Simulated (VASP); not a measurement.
Write the native input for VASP 6.6.1 that does the following.

- Task: single point
- Functional: HSE06
- Potentials or basis: VASP PAW PBE potentials, release 64 (S, Mg)
- Cutoff: 520 eV
- k mesh: 6 × 6 × 6
- Occupations: fermi-dirac, width 0.05 eV
- Spin: no spin polarisation
- Dipole correction: no
- Grid for exact exchange (PRECFOCK): Normal
- Further INCAR settings: ALGO = Normal; EDIFF = 1e-07; NBANDS = 11
- Screening parameter: 0.2079 1/Å

MgS:

```
S Mg
1.0
     0.00000    2.83312    2.83312
     2.83312    0.00000    2.83312
     2.83312    2.83312    0.00000
S Mg
1 1
Direct
  0.25000 0.25000 0.25000
  0.00000 0.00000 0.00000
```

The input as run:

POSCAR

```
MgS
1.0
    0.0000000000      2.8331200468      2.8331200468
    2.8331200468      0.0000000000      2.8331200468
    2.8331200468      2.8331200468      0.0000000000
S Mg
1 1
Direct
    0.2500000000      0.2500000000      0.2500000000
    0.0000000000      0.0000000000      0.0000000000
```

INCAR.step1

```
PREC = Accurate ; ENCUT = 520
EDIFF = 1E-5 ; ISMEAR = -1
SIGMA = 0.05 ; LREAL = False
LASPH = True ; NELM = 60
ALGO = Normal ; ISIF = 2
LWAVE = True ; NBANDS = 11
GGA = PE
```

INCAR.step2

```
PREC = Accurate ; ENCUT = 520
EDIFF = 1E-7 ; ISMEAR = -1
SIGMA = 0.05 ; LREAL = False
LASPH = True ; NELM = 60
ALGO = Normal ; ISIF = 2
LWAVE = False ; LCHARG = True
GGA = PE ; LHFCALC = True
HFSCREEN = 0.2079 ; PRECFOCK = Normal
LELF = True ; LVHAR = True
NBANDS = 11 ; ISTART = 1
```

KPOINTS

```
Automatic mesh
0
Gamma
  6 6 6
```

Potentials or basis: VASP PAW PBE potentials, release 64 (S, Mg).

Run with:

```console
$ cat potpaw_PBE.64/S/POTCAR potpaw_PBE.64/Mg/POTCAR > POTCAR
$ cp INCAR.step1 INCAR
$ mpirun -np 1 vasp_std > vasp.out
$ cp INCAR.step2 INCAR
$ mpirun -np 1 vasp_std > vasp.out
```

Results of the run:

```yaml
Pressure: -0.3 GPa
Band_gap_on_the_k_mesh: 4.50 eV, direct
```

Caveat: the PAW data sets were made with another functional, which shifts forces and pressure a little.

It took 14 min on 1 thread of AMD EPYC 7R13 Processor (Zen 3), on a shared host, peak memory 0.26 GiB.
